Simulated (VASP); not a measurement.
# Sn2P3 (P-3m1) in VASP: further runs, part 3 of 3

VASP 6.6.1.

### Step 4. Single point, r2SCAN

This run uses another cell than the first one, of 21.04 Å³/atom.

Contents of POSCAR:

```
Sn2P3
1.0
    3.8063332947      0.0000000000      0.0000000000
   -1.9031666474      3.2963813285      0.0000000000
    0.0000000000      0.0000000000      8.3858070928
Sn P
2 3
Direct
    0.3333333333      0.6666666667      0.2045118728
    0.6666666667      0.3333333333      0.7954881272
    0.0000000000      0.0000000000      0.0000000000
    0.3333333333      0.6666666667      0.6217856134
    0.6666666667      0.3333333333      0.3782143866
```

Contents of INCAR.step1:

```
PREC     = Accurate       # precision mode
ENCUT    = 520            # plane-wave cutoff, eV
ISMEAR   = 0              # smearing method
SIGMA    = 0.1            # smearing width, eV
LREAL    = F              # projectors in reciprocal space
LASPH    = T              # aspherical terms in the spheres
NELM     = 80             # most SCF steps
NBANDS   = 30             # bands
GGA      = PE             # functional
ALGO     = Normal         # electronic algorithm
EDIFF    = 1E-4           # SCF threshold, eV
LWAVE    = T              # write WAVECAR
LCHARG   = F              # write CHGCAR
```

Contents of INCAR.step2:

```
PREC     = Accurate       # precision mode
ENCUT    = 520            # plane-wave cutoff, eV
EDIFF    = 1E-6           # SCF threshold, eV
ISMEAR   = 0              # smearing method
SIGMA    = 0.1            # smearing width, eV
LREAL    = F              # projectors in reciprocal space
LASPH    = T              # aspherical terms in the spheres
NELM     = 80             # most SCF steps
ALGO     = Normal         # electronic algorithm
ISIF     = 2              # what is computed and relaxed
LWAVE    = F              # write WAVECAR
LCHARG   = T              # write CHGCAR
METAGGA  = R2SCAN         # meta-GGA
LMIXTAU  = T            
LELF     = T              # ELF
LVHAR    = T            
NBANDS   = 30             # bands
ISTART   = 1
```

Contents of KPOINTS:

```
Automatic mesh
0
Gamma
  12 12 6
```

Potentials or basis: VASP PAW PBE potentials, release 64 (Sn_d, P).

Started as:

```sh
$ cat potpaw_PBE.64/Sn_d/POTCAR potpaw_PBE.64/P/POTCAR > POTCAR
$ cp INCAR.step1 INCAR
$ mpirun -np 1 vasp_std > vasp.out
$ cp INCAR.step2 INCAR
$ mpirun -np 1 vasp_std > vasp.out
```

OUTCAR:

```text
PREC = Accurate
   ENCUT = 520
   EDIFF = 1E-6
   ISMEAR = 0
   LREAL = F
   LASPH = T
   NELM = 80
   ISIF = 2
   METAGGA = R2SCAN
   ISTART = 1

 ion  position               nearest neighbor table
   1  0.333  0.667  0.205-   5 2.64   5 2.64   5 2.64   3 2.79   3 2.79   3 2.79
   2  0.667  0.333  0.795-   4 2.64   4 2.64   4 2.64   3 2.79   3 2.79   3 2.79
   3  0.000  0.000  0.000-   1 2.79   2 2.79   2 2.79   1 2.79   2 2.79   1 2.79
   4  0.333  0.667  0.622-   2 2.64   2 2.64   2 2.64
   5  0.667  0.333  0.378-   1 2.64   1 2.64   1 2.64

  LATTYP: Found a hexagonal cell.
 ALAT       =     3.8063332947
 C/A-ratio  =     2.2031194968

  Lattice vectors:

 A1 = (   3.8063332947,   0.0000000000,   0.0000000000)
 A2 = (  -1.9031666474,   3.2963813285,   0.0000000000)
 A3 = (   0.0000000000,   0.0000000000,   8.3858070928)

Analysis of symmetry for initial positions (statically):
=====================================================================
 Subroutine PRICEL returns:
 Original cell was already a primitive cell.

 Routine SETGRP: Setting up the symmetry group for a
 hexagonal supercell.

 Subroutine GETGRP returns: Found 12 space group operations
 (whereof 12 operations were pure point group operations)
 out of a pool of 24 trial point group operations.

The static configuration has the point symmetry D_3d.

Analysis of symmetry for dynamics (positions and initial velocities):
=====================================================================
 Subroutine PRICEL returns:
 Original cell was already a primitive cell.

 Routine SETGRP: Setting up the symmetry group for a
 hexagonal supercell.

 Subroutine GETGRP returns: Found 12 space group operations
 (whereof 12 operations were pure point group operations)
 out of a pool of 24 trial point group operations.

The dynamic configuration has the point symmetry D_3d.

 Subroutine INISYM returns: Found 12 space group operations
 (whereof 12 operations are pure point group operations),
 and found     1 'primitive' translations

----------------------------------------------------------------------------------------

                                     Primitive cell

  volume of cell :     105.2178

  direct lattice vectors                    reciprocal lattice vectors
     3.806333295  0.000000000  0.000000000     0.262720031  0.151681480  0.000000000
    -1.903166647  3.296381328  0.000000000     0.000000000  0.303362961  0.000000000
     0.000000000  0.000000000  8.385807093     0.000000000  0.000000000  0.119249106

  length of vectors
     3.806333295  3.806333295  8.385807093     0.303362961  0.303362961  0.119249106

  position of ions in fractional coordinates (direct lattice)
     0.333333333  0.666666667  0.204511873
     0.666666667  0.333333333  0.795488127
     0.000000000  0.000000000  0.000000000
     0.333333333  0.666666667  0.621785613
     0.666666667  0.333333333  0.378214387

  ion indices of the primitive-cell ions
   primitive index   ion index
                 1           1
                 2           2
                 3           3
                 4           4
                 5           5

----------------------------------------------------------------------------------------

 KPOINTS: Automatic mesh

Automatic generation of k-mesh.
 Grid dimensions read from file:
 generate k-points for:   12   12    6

 Generating k-lattice:

  Cartesian coordinates                     Fractional coordinates (reciprocal lattice)
     0.021893336  0.012640123  0.000000000     0.083333333  0.000000000  0.000000000
     0.000000000  0.025280247  0.000000000     0.000000000  0.083333333  0.000000000
     0.000000000  0.000000000  0.019874851     0.000000000  0.000000000  0.166666667

  Length of vectors
     0.025280247  0.025280247  0.019874851

  Shift w.r.t. Gamma in fractional coordinates (k-lattice)
     0.000000000  0.000000000  0.000000000

 Subroutine IBZKPT returns following result:
 ===========================================

 Found    100 irreducible k-points:

 Following reciprocal coordinates:
            Coordinates               Weight
  0.000000  0.000000  0.000000      1.000000
  0.083333  0.000000  0.000000      6.000000
  0.166667  0.000000  0.000000      6.000000
  0.250000  0.000000  0.000000      6.000000
  0.333333  0.000000  0.000000      6.000000
  0.416667  0.000000  0.000000      6.000000
[... 16 lines left out ...]
  0.166667  0.000000  0.166667      6.000000
  0.000000  0.166667  0.166667      6.000000
 [... further k-points ...]
   k-points           NKPTS =    100   k-points in BZ     NKDIM =    100   number of bands    NBANDS=     30
   number of dos      NEDOS =    301   number of ions     NIONS =      5
   total plane-waves  NPLWV =  50176
   dimension x,y,z NGX =    28 NGY =   28 NGZ =   64
   dimension x,y,z NGXF=    56 NGYF=   56 NGZF=  128
   ions per type =               2   3
   NGX,Y,Z   is equivalent  to a cutoff of  12.23, 12.23, 12.69 a.u.
   NGXF,Y,Z  is equivalent  to a cutoff of  24.46, 24.46, 25.38 a.u.
 SYSTEM =  unknown system
   PREC   = accura    normal or accurate (medium, high low for compatibility)
   ISTART =      1    job   : 0-new  1-cont  2-samecut
   ICHARG =      0    charge: 1-file 2-atom 10-const
   ISPIN  =      1    spin polarized calculation?
   LNONCOLLINEAR =      F non collinear calculations
   LSORBIT =      F    spin-orbit coupling
   LASPH  =      T    aspherical Exc in radial PAW
   ENCUT  =  520.0 eV  38.22 Ry    6.18 a.u.   7.08  7.08 15.59*2*pi/ulx,y,z
   NELM   =     80;   NELMIN=  2; NELMDL=  0     # of ELM steps
   EDIFF  = 0.1E-05   stopping-criterion for ELM
   LREAL  =      F    real-space projection
   EDIFFG = 0.1E-04   stopping-criterion for IOM
   NSW    =      0    number of steps for IOM
   IBRION =     -1    ionic relax: 0-MD 1-quasi-New 2-CG
   NFREE  =      0    steps in history (QN), initial steepest desc. (CG)
   ISIF   =      2    stress and relaxation
   ISYM   =      2    0-nonsym 1-usesym 2-fastsym
   POTIM  = 0.5000    time-step for ionic-motion
   TEBEG  =    0.0;   TEEND  =   0.0 temperature during run
   PSTRESS=    0.0 pullay stress
   NELECT =      43.0000    total number of electrons
   NUPDOWN=      -1.0000    fix difference up-down
   EMIN   =  10.00;   EMAX   =-10.00  energy-range for DOS
   EFERMI =   0.00;   METHOD = LEGACY
   ISMEAR =     0;   SIGMA  =   0.10  broadening in eV -4-tet -1-fermi 0-gaus
   EFERMI_NEDOS =   21; number of points for ismear=-14 and -15
   IALGO  =     38    algorithm
   IMIX   =      4    mixing-type and parameters
     AMIX     =   0.40;   BMIX     =  1.00
     AMIX_MAG =   1.60;   BMIX_MAG =  1.00
  volume/ion in A,a.u.               =      21.04       142.01
  Fermi-wavevector in a.u.,A,eV,Ry     =   1.214883  2.295797 20.081406  1.475942
  Thomas-Fermi vector in A             =   2.350289
   LORBIT       =      0    0 simple, 1 ext, 2 COOP (PROOUT), +10 PAW based schemes
   METAGGA = R2SCAN    functional components
   LHFCALC =     F    Hartree Fock is set to
   AEXX    =    0.0000 exact exchange contribution
   IVDW    =     0    specifies the selected vdW correction
   LEPSILON=     F    determine dielectric tensor
   LRPA    =     F    only Hartree local field effects (RPA)
 non-spin polarized calculation
 Gauss-broadening in eV      SIGMA  =   0.10
  energy-cutoff  :      520.00
  volume of cell :      105.22
 maximum number of plane-waves:      2868
   NGX = 15   NGY = 15   NGZ = 31

 number of electron      43.0000000 magnetization

 Free energy of the ion-electron system (eV)
  ---------------------------------------------------
  ext. energy  EPLUGINS =         0.00000000
  ---------------------------------------------------
  free energy    TOTEN  =       -74.97625142 eV

  energy without entropy =      -74.95991344  energy(sigma->0) =      -74.96808243

 E-fermi :   7.2848     XC(G=0): -11.0432

 val. band max:        7.2810648030   @ k =   0.2500   0.0000   0.1667
 cond. band min:       7.2887531472   @ k =  -0.0833   0.3333   0.1667
 fundamental gap:      0.0076883442
 Fermi energy:         7.2848127131

 k-point     1 :       0.0000    0.0000    0.0000
  band No.  band energies     occupation
      1     -14.7678      2.00000
      2     -14.7677      2.00000
      3     -14.7620      2.00000
      4     -14.7620      2.00000
      5     -14.7280      2.00000
      6     -14.7218      2.00000
[... 781 lines left out ...]
     29      12.7562      0.00000
     30      13.3392      0.00000

 [... further k-points ...]
[... 5 lines left out ...]
  --------------------------------------------------------------------------------------
  -------------------------------------------------------------------------------------
  Total       -0.0367704     -0.0367704     -0.0675190      0.0000000      0.0000000      0.0000000
  in kB       -0.5599121     -0.5599121     -1.0281287      0.0000000      0.0000000      0.0000000
  external PRESSURE =      -0.7159843 kB  Pullay stress =       0.0000000 kB

 VOLUME and BASIS-vectors are now :
 -----------------------------------------------------------------------------
  energy-cutoff  :      520.00
  volume of cell :      105.22
      direct lattice vectors                 reciprocal lattice vectors
     3.806333295  0.000000000  0.000000000     0.262720031  0.151681480  0.000000000
    -1.903166647  3.296381328  0.000000000     0.000000000  0.303362961  0.000000000
     0.000000000  0.000000000  8.385807093     0.000000000  0.000000000  0.119249106

 POSITION                                       TOTAL-FORCE (eV/Angst)
 -----------------------------------------------------------------------------------
     -0.00000      2.19759      1.71500         0.000000     -0.000000      0.018540
      1.90317      1.09879      6.67081        -0.000000      0.000000     -0.018540
      0.00000      0.00000      0.00000        -0.000000      0.000000      0.000000
     -0.00000      2.19759      5.21417        -0.000000      0.000000      0.015071
      1.90317      1.09879      3.17163        -0.000000     -0.000000     -0.015071
 -----------------------------------------------------------------------------------
    total drift:                                0.000000     -0.000000      0.000000

  FREE ENERGIE OF THE ION-ELECTRON SYSTEM (eV)
  ---------------------------------------------------
  free  energy   TOTEN  =       -74.9762514196 eV

  energy  without entropy=      -74.9599134360  energy(sigma->0) =      -74.96808243
```

Wall time 8.1 min (1 thread of Intel Xeon 6975P-C (Granite Rapids), shared host); peak memory 0.4 GiB.

What came out:

```yaml
Free_energy: -74.9763 eV
Pressure: -0.1 GPa
Largest_force: 0.019 eV/Å
Band_gap_on_the_k_mesh: zero (an odd number of electrons rules out a gap without spin polarisation)
```

Forces in eV/Å, atoms in the order of the input:
```
Sn   0.000  0.000  0.019
Sn   0.000  0.000 -0.019
P    0.000  0.000  0.000
P    0.000  0.000  0.015
P    0.000  0.000 -0.015
```

Caveat: the PAW data sets were made with another functional, which shifts forces and pressure a little; spin-orbit coupling is left out, which moves the levels of the heavy elements.

### Step 5. The runs side by side

```tsv
cell	k mesh	gap on the mesh (eV)	pressure (GPa)	largest force (eV/Å)
a = 4.214, b = 4.214, c = 6.557 Å, angles 90.0, 90.0, 120.0°, 5 atoms, atomic positions A	6 × 6 × 4	none	10.5	1.42
a = 3.752, b = 3.752, c = 8.456 Å, angles 90.0, 90.0, 120.0°, 5 atoms, atomic positions B	6 × 6 × 4	none	-0.1	0.02
a = 3.806, b = 3.806, c = 8.386 Å, angles 90.0, 90.0, 120.0°, 5 atoms, atomic positions C	12 × 12 × 6	none	-0.1	0.02
```

Alike in all rows: task single point; level r2SCAN; potentials or basis VASP PAW PBE potentials, release 64 (Sn_d, P); no spin polarisation; cutoff (eV) 520; smearing gaussian 0.1 eV.

Caveats: the PAW data sets were made with another functional, which shifts forces and pressure a little; spin-orbit coupling is left out, which moves the levels of the heavy elements; the cell stands under pressure (at least some runs).

Absolute energies hang on the potentials; compare differences alone.
